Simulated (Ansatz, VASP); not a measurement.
# MgO: VASP beside Ansatz

INCAR

```
PREC = Accurate
ENCUT = 600
EDIFF = 1E-6
ISMEAR = 0
SIGMA = 0.01
LREAL = F
LASPH = T
NELM = 120
ALGO = Normal
ISIF = 2
LWAVE = F
LCHARG = F
GGA = CA
NBANDS = 11
GGA_COMPAT = F
```

The input KPOINTS:

```
Automatic mesh
0
Gamma
  12 12 12
```

Contents of POSCAR:

```
MgO
1.0
    2.0929765362      0.0000000000      0.0000000000
    0.0000000000      2.0929765362      0.0000000000
    0.0000000000      0.0000000000      2.0929765362
Mg O
1 1
Direct
    0.0000000000      0.0000000000      0.0000000000
    0.5000000000      0.5000000000      0.5000000000
```

Input for Ansatz:

```yaml
crystal:
  lattice:
    - [2.0929765362, 0.0, 0.0]
    - [0.0, 2.0929765362, 0.0]
    - [0.0, 0.0, 2.0929765362]
  atoms:
    - { symbol: Mg, position: [0.0, 0.0, 0.0] }
    - { symbol: O, position: [0.5, 0.5, 0.5] }
scf:
  occupations: { method: fixed }
output:
  forces: true
  stress: true
  eigenvalues: true
hamiltonian:
  xc: lda
basis:
  ecutwfc: 700
kpoints:
  mp_grid: { grid: [12, 12, 12] }
```

Alike in both runs: task single point; functional LDA; k mesh 12 × 12 × 12; no spin polarisation.

|  | VASP | Ansatz |
| --- | --- | --- |
| version | VASP 6.6.1 | Ansatz 0.2.0 |
| potentials or method | VASP PAW LDA potentials, release 64 (Mg, O), cutoff 600 eV | scalar-relativistic, plane waves, PAW |
| occupations | gaussian, width 0.01 eV | fixed |
| valence electrons in the cell | 8 | 16 |

Ansatz gave:

- gap on the k mesh at the Fermi level (eV): 7.13
- least direct gap on the mesh (eV): 7.13

Question: What did VASP give for the same quantities?

Answer: gap on the k mesh at the Fermi level (eV): 7.15; least direct gap on the mesh (eV): 7.15.

LDA's correlation is that of Perdew and Zunger in VASP and of Perdew and Wang (1992) in Ansatz. VASP's potentials hold 8 valence electrons a cell and Ansatz's 16, so a difference there can come from the potentials and not from the codes.
